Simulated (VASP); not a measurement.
Write the native input for VASP 6.6.1 that does the following.

```
Task                   : single point
Functional             : PBE
Potentials or basis    : VASP PAW PBE potentials, release 64 (Al, N)
Cutoff                 : 520 eV
k mesh                 : 9 × 9 × 1
Occupations            : gaussian, width 0.1 eV
Spin                   : no spin polarisation
Dipole correction      : yes
Further INCAR settings : ALGO = Normal; EDIFF = 1e-06; NBANDS = 15
```

The structure of Al3N lies in POSCAR:

```
Al3N
1.0
    2.8571514048      0.0000000000      0.0000000000
   -1.4285757024      2.4743656990      0.0000000000
    0.0000000000      0.0000000000     20.1016425018
Al N
3 1
Direct
    0.6666666667      0.3333333333      0.1989887145
    0.3333333333      0.6666666667      0.3134533094
    0.0000000000      0.0000000000      0.4279074459
    0.6666666667      0.3333333333      0.4496104170
```

These files were run (other wordings do the same):

INCAR

```
SYSTEM = Al3N
PREC     = Accurate       ! precision mode
ENCUT    = 520            ! plane-wave cutoff, eV
EDIFF    = 1E-6           ! SCF threshold, eV
ISMEAR   = 0              ! smearing method
SIGMA    = 0.1            ! smearing width, eV
LREAL    = .False.        ! projectors in reciprocal space
LASPH    = .True.         ! aspherical terms in the spheres
NELM     = 80             ! most SCF steps
ALGO     = Normal         ! electronic algorithm
ISIF     = 2              ! what is computed and relaxed
LWAVE    = .False.        ! write WAVECAR
LCHARG   = .True.         ! write CHGCAR
LDIPOL   = .True.       
IDIPOL   = 3            
DIPOL    = 0.5 0.5 0.347
GGA      = PE             ! functional
LELF     = .True.         ! ELF
LVHAR    = .True.       
LVACPOTAV= .True.       
NBANDS   = 15             ! bands
```

KPOINTS

```
Automatic mesh
0
Gamma
  9 9 1
  0 0 0
```

Potentials or basis: VASP PAW PBE potentials, release 64 (Al, N).

The run is started by

```bash
$ cat potpaw_PBE.64/Al/POTCAR potpaw_PBE.64/N/POTCAR > POTCAR
$ mpirun -np 1 vasp_std > vasp.out
```

Results of the run:

```yaml
Largest_force: 1.052 eV/Å
Band_gap_on_the_k_mesh: zero (band 7 reaches -0.14 eV, above the bottom of band 8 at -0.68 eV)
```

It took 41 s on 1 thread of Intel(R) Xeon(R) 6975P-C (Granite Rapids), on a shared host, peak memory 0.27 GiB.
